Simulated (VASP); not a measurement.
# SnO2 in VASP: notebook

Aim: see how the results for SnO2 move with the level of theory and the settings. Levels: r2SCAN, PBE. Tasks: single point.

All numbers are computed with VASP 6.6.1; they aren't measurements. Logs are shortened: lines on timing, memory, paths and dates and some standing lists are left out, and cuts for length are marked.

**1. The cell of the first run**

The structure is tetragonal, space group P4_2/mnm (No. 136). Conventional cell: a = 4.828 Å, b = 4.828 Å, c = 3.238 Å, α = 90.00°, β = 90.00°, γ = 90.00°. Sn (site symmetry mmm) has 6 O at 2.09 Å within 2.8 Å. O (site symmetry m2m) has 3 Sn at 2.09 Å and 1 O at 2.64 Å within 2.8 Å.

**2. Single point, r2SCAN**

POSCAR reads:

```
SnO2
1.0
    4.8275742947      0.0000000000      0.0000000000
    0.0000000000      4.8275742947      0.0000000000
    0.0000000000      0.0000000000      3.2381011166
Sn O
2 4
Direct
    0.0000000000      0.0000000000      0.0000000000
    0.5000000000      0.5000000000      0.5000000000
    0.3065775573      0.3065775573      0.0000000000
    0.8065775573      0.1934224427      0.5000000000
    0.1934224427      0.8065775573      0.5000000000
    0.6934224427      0.6934224427      0.0000000000
```

INCAR.step1 reads:

```
  PREC = Accurate
  ENCUT = 520
  ISMEAR = 0
  SIGMA = 0.05
  LREAL = F
  LASPH = T
  NELM = 80
  NBANDS = 35
  GGA = PE
  ALGO = Normal
  EDIFF = 1E-4
  LWAVE = T
  LCHARG = F
```

INCAR.step2 reads:

```
  PREC = Accurate
  ENCUT = 520
  EDIFF = 1E-6
  ISMEAR = 0
  SIGMA = 0.05
  LREAL = F
  LASPH = T
  NELM = 80
  ALGO = Normal
  ISIF = 2
  LWAVE = F
  LCHARG = T
  METAGGA = R2SCAN
  LMIXTAU = T
  LELF = T
  LVHAR = T
  NBANDS = 35
  ISTART = 1
```

KPOINTS reads:

```
Automatic mesh
0
Gamma
  6 6 10
```

Potentials or basis: VASP PAW PBE potentials, release 64 (Sn_d, O).

Command:

```
$ cat potpaw_PBE.64/Sn_d/POTCAR potpaw_PBE.64/O/POTCAR > POTCAR
$ cp INCAR.step1 INCAR
$ mpirun -np 1 vasp_std > vasp.out
$ cp INCAR.step2 INCAR
$ mpirun -np 1 vasp_std > vasp.out
```

OUTCAR:

```text
PREC = Accurate
   ENCUT = 520
   EDIFF = 1E-6
   ISMEAR = 0
   LREAL = F
   LASPH = T
   NELM = 80
   ISIF = 2
   METAGGA = R2SCAN
   ISTART = 1

 ion  position               nearest neighbor table
   1  0.000  0.000  0.000-   4 2.09   5 2.09   4 2.09   5 2.09   3 2.09   6 2.09
   2  0.500  0.500  0.500-   3 2.09   6 2.09   3 2.09   6 2.09   5 2.09   4 2.09
   3  0.307  0.307  0.000-   2 2.09   2 2.09   1 2.09
   4  0.807  0.193  0.500-   1 2.09   1 2.09   2 2.09
   5  0.193  0.807  0.500-   1 2.09   1 2.09   2 2.09
   6  0.693  0.693  0.000-   2 2.09   2 2.09   1 2.09

  LATTYP: Found a simple tetragonal cell.
 ALAT       =     4.8275742947
 C/A-ratio  =     0.6707511721

  Lattice vectors:

 A1 = (   4.8275742947,   0.0000000000,   0.0000000000)
 A2 = (   0.0000000000,   4.8275742947,   0.0000000000)
 A3 = (   0.0000000000,   0.0000000000,   3.2381011166)

Analysis of symmetry for initial positions (statically):
=====================================================================
 Subroutine PRICEL returns:
 Original cell was already a primitive cell.

 Routine SETGRP: Setting up the symmetry group for a
 simple tetragonal supercell.

 Subroutine GETGRP returns: Found 16 space group operations
 (whereof  8 operations were pure point group operations)
 out of a pool of 16 trial point group operations.

The static configuration has the point symmetry D_2h.
 The point group associated with its full space group is D_4h.

Analysis of symmetry for dynamics (positions and initial velocities):
=====================================================================
 Subroutine PRICEL returns:
 Original cell was already a primitive cell.

 Routine SETGRP: Setting up the symmetry group for a
 simple tetragonal supercell.

 Subroutine GETGRP returns: Found 16 space group operations
 (whereof  8 operations were pure point group operations)
 out of a pool of 16 trial point group operations.

The dynamic configuration has the point symmetry D_2h.
 The point group associated with its full space group is D_4h.

 Subroutine INISYM returns: Found 16 space group operations
 (whereof  8 operations are pure point group operations),
 and found     1 'primitive' translations

----------------------------------------------------------------------------------------

                                     Primitive cell

  volume of cell :      75.4655

  direct lattice vectors                    reciprocal lattice vectors
     4.827574295  0.000000000  0.000000000     0.207143368  0.000000000  0.000000000
     0.000000000  4.827574295  0.000000000     0.000000000  0.207143368  0.000000000
     0.000000000  0.000000000  3.238101117     0.000000000  0.000000000  0.308822969

  length of vectors
     4.827574295  4.827574295  3.238101117     0.207143368  0.207143368  0.308822969

  position of ions in fractional coordinates (direct lattice)
     0.000000000  0.000000000  0.000000000
     0.500000000  0.500000000  0.500000000
     0.306577557  0.306577557  0.000000000
     0.806577557  0.193422443  0.500000000
     0.193422443  0.806577557  0.500000000
     0.693422443  0.693422443  0.000000000

  ion indices of the primitive-cell ions
   primitive index   ion index
                 1           1
                 2           2
                 3           3
                 4           4
                 5           5
                 6           6

----------------------------------------------------------------------------------------

 KPOINTS: Automatic mesh

Automatic generation of k-mesh.
 Grid dimensions read from file:
 generate k-points for:    6    6   10

 Generating k-lattice:

  Cartesian coordinates                     Fractional coordinates (reciprocal lattice)
     0.034523895  0.000000000  0.000000000     0.166666667  0.000000000  0.000000000
     0.000000000  0.034523895  0.000000000     0.000000000  0.166666667  0.000000000
     0.000000000  0.000000000  0.030882297     0.000000000  0.000000000  0.100000000

  Length of vectors
     0.034523895  0.034523895  0.030882297

  Shift w.r.t. Gamma in fractional coordinates (k-lattice)
     0.000000000  0.000000000  0.000000000

 Subroutine IBZKPT returns following result:
 ===========================================

 Found     60 irreducible k-points:

 Following reciprocal coordinates:
            Coordinates               Weight
  0.000000  0.000000  0.000000      1.000000
  0.166667  0.000000  0.000000      4.000000
  0.333333  0.000000  0.000000      4.000000
  0.500000  0.000000  0.000000      2.000000
  0.166667  0.166667  0.000000      4.000000
  0.333333  0.166667  0.000000      8.000000
[... 16 lines left out ...]
  0.333333  0.000000  0.200000      8.000000
  0.500000  0.000000  0.200000      4.000000
 [... further k-points ...]
   k-points           NKPTS =     60   k-points in BZ     NKDIM =     60   number of bands    NBANDS=     35
   number of dos      NEDOS =    301   number of ions     NIONS =      6
   total plane-waves  NPLWV =  31104
   dimension x,y,z NGX =    36 NGY =   36 NGZ =   24
   dimension x,y,z NGXF=    72 NGYF=   72 NGZF=   48
   ions per type =               2   4
   NGX,Y,Z   is equivalent  to a cutoff of  12.40, 12.40, 12.32 a.u.
   NGXF,Y,Z  is equivalent  to a cutoff of  24.79, 24.79, 24.64 a.u.
 SYSTEM =  unknown system
   PREC   = accura    normal or accurate (medium, high low for compatibility)
   ISTART =      1    job   : 0-new  1-cont  2-samecut
   ICHARG =      0    charge: 1-file 2-atom 10-const
   ISPIN  =      1    spin polarized calculation?
   LNONCOLLINEAR =      F non collinear calculations
   LSORBIT =      F    spin-orbit coupling
   LASPH  =      T    aspherical Exc in radial PAW
   ENCUT  =  520.0 eV  38.22 Ry    6.18 a.u.   8.98  8.98  6.02*2*pi/ulx,y,z
   NELM   =     80;   NELMIN=  2; NELMDL=  0     # of ELM steps
   EDIFF  = 0.1E-05   stopping-criterion for ELM
   LREAL  =      F    real-space projection
   EDIFFG = 0.1E-04   stopping-criterion for IOM
   NSW    =      0    number of steps for IOM
   IBRION =     -1    ionic relax: 0-MD 1-quasi-New 2-CG
   NFREE  =      0    steps in history (QN), initial steepest desc. (CG)
   ISIF   =      2    stress and relaxation
   ISYM   =      2    0-nonsym 1-usesym 2-fastsym
   POTIM  = 0.5000    time-step for ionic-motion
   TEBEG  =    0.0;   TEEND  =   0.0 temperature during run
   PSTRESS=    0.0 pullay stress
   NELECT =      52.0000    total number of electrons
   NUPDOWN=      -1.0000    fix difference up-down
   EMIN   =  10.00;   EMAX   =-10.00  energy-range for DOS
   EFERMI =   0.00;   METHOD = LEGACY
   ISMEAR =     0;   SIGMA  =   0.05  broadening in eV -4-tet -1-fermi 0-gaus
   EFERMI_NEDOS =   21; number of points for ismear=-14 and -15
   IALGO  =     38    algorithm
   IMIX   =      4    mixing-type and parameters
     AMIX     =   0.40;   BMIX     =  1.00
     AMIX_MAG =   1.60;   BMIX_MAG =  1.00
  volume/ion in A,a.u.               =      12.58        84.88
  Fermi-wavevector in a.u.,A,eV,Ry     =   1.445972  2.732491 28.447531  2.090835
  Thomas-Fermi vector in A             =   2.564093
   LORBIT       =      0    0 simple, 1 ext, 2 COOP (PROOUT), +10 PAW based schemes
   METAGGA = R2SCAN    functional components
   LHFCALC =     F    Hartree Fock is set to
   AEXX    =    0.0000 exact exchange contribution
   IVDW    =     0    specifies the selected vdW correction
   LEPSILON=     F    determine dielectric tensor
   LRPA    =     F    only Hartree local field effects (RPA)
 non-spin polarized calculation
 Gauss-broadening in eV      SIGMA  =   0.05
  energy-cutoff  :      520.00
  volume of cell :       75.47
 maximum number of plane-waves:      2068
 NGX is ok and might be reduce to    36
   NGX = 17   NGY = 17   NGZ = 13

 number of electron      52.0000002 magnetization

 Free energy of the ion-electron system (eV)
  ---------------------------------------------------
  ext. energy  EPLUGINS =         0.00000000
  ---------------------------------------------------
  free energy    TOTEN  =       -84.58090603 eV

  energy without entropy =      -84.58090603  energy(sigma->0) =      -84.58090603

 E-fermi :   5.4110     XC(G=0): -11.7416

 val. band max:        5.1023980387   @ k =   0.0000   0.0000   0.0000
 cond. band min:       6.4490863495   @ k =   0.0000   0.0000   0.0000
 fundamental gap:      1.3466883108
 Fermi energy:         5.4109598374

 k-point     1 :       0.0000    0.0000    0.0000
  band No.  band energies     occupation
      1     -16.5682      2.00000
      2     -15.7608      2.00000
      3     -15.5235      2.00000
      4     -15.5235      2.00000
      5     -15.5048      2.00000
      6     -15.4449      2.00000
[... 27 lines left out ...]
     34      17.6559      0.00000
     35      18.2119      0.00000

 k-point     2 :       0.1667    0.0000    0.0000
  band No.  band energies     occupation
      1     -16.5256      2.00000
      2     -15.8165      2.00000
      3     -15.5222      2.00000
      4     -15.5221      2.00000
      5     -15.5056      2.00000
      6     -15.4759      2.00000
[... 27 lines left out ...]
     34      17.6788      0.00000
     35      18.1743      0.00000

 k-point     3 :       0.3333    0.0000    0.0000
  band No.  band energies     occupation
      1     -16.4017      2.00000
      2     -15.9897      2.00000
      3     -15.5195      2.00000
      4     -15.5194      2.00000
      5     -15.5077      2.00000
      6     -15.5055      2.00000
[... 27 lines left out ...]
     34      17.8601      0.00000
     35      18.1437      0.00000
[... 723 lines left out ...]
 k-point    23 :       0.3333    0.0000    0.2000
  band No.  band energies     occupation
      1     -16.3042      2.00000
      2     -16.0653      2.00000
      3     -15.7919      2.00000
      4     -15.6430      2.00000
      5     -15.4378      2.00000
      6     -15.4289      2.00000
[... 27 lines left out ...]
     34      18.0308      0.00000
     35      18.0671      0.00000

 k-point    24 :       0.5000    0.0000    0.2000
  band No.  band energies     occupation
      1     -16.1974      2.00000
      2     -16.1974      2.00000
      3     -15.7178      2.00000
      4     -15.7178      2.00000
      5     -15.4305      2.00000
      6     -15.4305      2.00000
[... 27 lines left out ...]
     34      18.1214      0.00000
     35      18.3102      0.00000

 [... further k-points ...]

------------------------ aborting loop because EDIFF is reached ----------------------------------------

  FORCE on cell =-STRESS in cart. coord.  units (eV):
  Direction    XX          YY          ZZ          XY          YZ          ZX
  --------------------------------------------------------------------------------------
  -------------------------------------------------------------------------------------
  Total       -2.9722705     -2.9722705     -3.5036382      0.0000000      0.0000000      0.0000000
  in kB      -63.1030836    -63.1030836    -74.3843375      0.0000000      0.0000000      0.0000000
  external PRESSURE =     -66.8635015 kB  Pullay stress =       0.0000000 kB

 VOLUME and BASIS-vectors are now :
 -----------------------------------------------------------------------------
  energy-cutoff  :      520.00
  volume of cell :       75.47
      direct lattice vectors                 reciprocal lattice vectors
     4.827574295  0.000000000  0.000000000     0.207143368  0.000000000  0.000000000
     0.000000000  4.827574295  0.000000000     0.000000000  0.207143368  0.000000000
     0.000000000  0.000000000  3.238101117     0.000000000  0.000000000  0.308822969

 POSITION                                       TOTAL-FORCE (eV/Angst)
 -----------------------------------------------------------------------------------
      0.00000      0.00000      0.00000         0.000000      0.000000      0.000000
      2.41379      2.41379      1.61905         0.000000      0.000000      0.000000
      1.48003      1.48003      0.00000         0.008254      0.008254      0.000000
      3.89381      0.93376      1.61905         0.008254     -0.008254      0.000000
      0.93376      3.89381      1.61905        -0.008254      0.008254      0.000000
      3.34755      3.34755      0.00000        -0.008254     -0.008254      0.000000
 -----------------------------------------------------------------------------------
    total drift:                                0.000000      0.000000      0.000000

  FREE ENERGIE OF THE ION-ELECTRON SYSTEM (eV)
  ---------------------------------------------------
  free  energy   TOTEN  =       -84.5809060293 eV

  energy  without entropy=      -84.5809060293  energy(sigma->0) =      -84.58090603
```

Wall time 2.6 min (1 thread of Intel Xeon 6975P-C (Granite Rapids), shared host); peak memory 0.26 GiB.

Results:

* Free energy: -84.5809 eV
* Pressure: -6.7 GPa
* Largest force: 0.012 eV/Å
* Band gap on the k mesh: 1.35 eV

Forces in eV/Å, atoms in the order of the input:
```
Sn   0.000  0.000  0.000
Sn   0.000  0.000  0.000
O    0.008  0.008  0.000
O    0.008 -0.008  0.000
O   -0.008  0.008  0.000
O   -0.008 -0.008  0.000
```

Stress tensor (GPa, compression positive):
```
-6.31  0.00  0.00
 0.00 -6.31  0.00
 0.00  0.00 -7.44
```

Caveat: the cell stands under tension; the PAW data sets were made with another functional, which shifts forces and pressure a little; spin-orbit coupling is left out, which moves the levels of the heavy elements.

[end of part 1 of 2]
